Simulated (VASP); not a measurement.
Here is a VASP 6.6.1 calculation.

The input INCAR:

```
PREC     = Accurate       # precision mode
ENCUT    = 520            # plane-wave cutoff, eV
EDIFF    = 1E-6           # SCF threshold, eV
ISMEAR   = -1             # smearing method
SIGMA    = 0.05           # smearing width, eV
LREAL    = False          # projectors in reciprocal space
LASPH    = True           # aspherical terms in the spheres
NELM     = 100            # most SCF steps
ALGO     = Normal         # electronic algorithm
ISIF     = 2              # what is computed and relaxed
LWAVE    = False          # write WAVECAR
LCHARG   = False          # write CHGCAR
GGA      = PS             # functional
NBANDS   = 26             # bands
```

KPOINTS

```
regular mesh
0
Gamma
  10 10 13
```

Contents of POSCAR:

```
Ga
1.0
    3.7135293942      0.0000000000      0.0000000000
   -1.8567646971      3.2160107931      0.0000000000
    0.0000000000      0.0000000000      2.2208057751
Ga
3
Direct
    0.0000000000      0.0000000000      0.0000000000
    0.3333333333      0.6666666667      0.5000000000
    0.6666666667      0.3333333333      0.5000000000
```

Potentials or basis: VASP PAW PBE potentials, release 64 (Ga_d).

Command:

```sh
$ cat potpaw_PBE.64/Ga_d/POTCAR > POTCAR
$ mpirun -np 1 vasp_std > vasp.out
```

Question: What does it give for the pressure?

Answer: 232.4 GPa.

Question: What does it give for the band gap on the k mesh?

Answer: Zero (an odd number of electrons rules out a gap without spin polarisation).

Caveat: the cell stands under pressure; the PAW data sets were made with another functional, which shifts forces and pressure a little.
